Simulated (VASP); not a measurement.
**SrVO3: single point with PBEsol**

The system is SrVO3.

```
Sr V O
1.0
     4.03894    0.00000    0.00000
     0.00000    3.75317    0.00000
     0.00000    0.00000    3.75317
Sr V O
1 1 3
Direct
  0.50000 0.50000 0.50000
  0.00000 0.00000 0.00000
  0.50000 0.00000 0.00000
  0.00000 0.50000 0.00000
  0.00000 0.00000 0.50000
```

This cell differs from its parent crystal: uniaxial strain along a: +6.0 %.

| Quantity | Value |
| --- | --- |
| Program | VASP 6.6.1 |
| Task | single point |
| Functional | PBEsol |
| Potentials or basis | VASP PAW PBE potentials, release 64 (Sr_sv, V_sv, O) |
| Cutoff | 520 eV |
| k mesh | 10 × 10 × 10 |
| Occupations | gaussian, width 0.1 eV |
| Spin | collinear spin, ferromagnetic start |
| Starting moments | [0.0, 0.22, 0.0, 0.0, 0.0] μB |

```json
{"Pressure": "-3.0 GPa", "Net moment": "0.18 μB per cell", "Site moments": "Sr +0.00; V +0.17; O -0.00, +0.00 (each value once) μB", "Valence electrons inside the program's atomic spheres": "Sr 7.99; V 11.63; O 4.99, 5.04 (each value once)"}
```

Stress tensor (GPa, compression positive):
```
-12.32   0.00   0.00
  0.00   1.67   0.00
  0.00   0.00   1.67
```

Levels at points of the mesh, in eV from the Fermi level:
Spin up:
```
           k point  band 18  band 19  band 20  band 21  band 22  band 23
(0.00, 0.00, 0.00)    -2.43    -2.40    -2.40    -1.08    -1.08    -1.05
(0.50, 0.00, 0.00)    -4.05    -2.82    -2.82    -0.97     0.52     0.52
(0.00, 0.50, 0.00)    -4.14    -2.95    -2.82    -0.93     1.06     1.10
(0.50, 0.50, 0.00)    -3.83    -3.81    -2.29     0.49     1.08     1.22
(0.00, 0.50, 0.50)    -3.31    -3.31    -1.98     1.11     1.11     1.45
(0.50, 0.50, 0.50)    -2.09    -2.09    -1.92     1.44     1.44     1.67
```
Spin down:
| k point | band 17 | band 18 | band 19 | band 20 | band 21 | band 22 | band 23 | band 24 |
| --- | --- | --- | --- | --- | --- | --- | --- | --- |
| (0.00, 0.00, 0.00) | -3.13 | -2.43 | -2.40 | -2.40 | -0.91 | -0.91 | -0.84 | 1.04 |
| (0.50, 0.00, 0.00) | -4.02 | -4.02 | -2.81 | -2.81 | -0.76 | 0.66 | 0.66 | 1.62 |
| (0.00, 0.50, 0.00) | -4.56 | -4.14 | -2.95 | -2.82 | -0.75 | 1.17 | 1.28 | 1.28 |
| (0.50, 0.50, 0.00) | -4.14 | -3.82 | -3.80 | -2.28 | 0.64 | 1.27 | 1.38 | 2.55 |
| (0.00, 0.50, 0.50) | -4.05 | -3.31 | -3.31 | -1.97 | 1.27 | 1.27 | 1.66 | 1.91 |
| (0.50, 0.50, 0.50) | -5.75 | -2.09 | -2.09 | -1.91 | 1.60 | 1.60 | 1.87 | 4.93 |

Wall time 7.7 min on 1 thread of Intel Xeon 8259CL, on a shared host, peak memory 0.44 GiB.

Caveat: the cell differs from its parent crystal (uniaxial strain along a: +6.0 %); the stress differs along the axes, from -12 to 2 GPa; the PAW data sets were made with another functional, which shifts forces and pressure a little; semilocal functionals often make such compounds metallic where correlation or magnetic order opens a gap, which also shifts bond lengths.
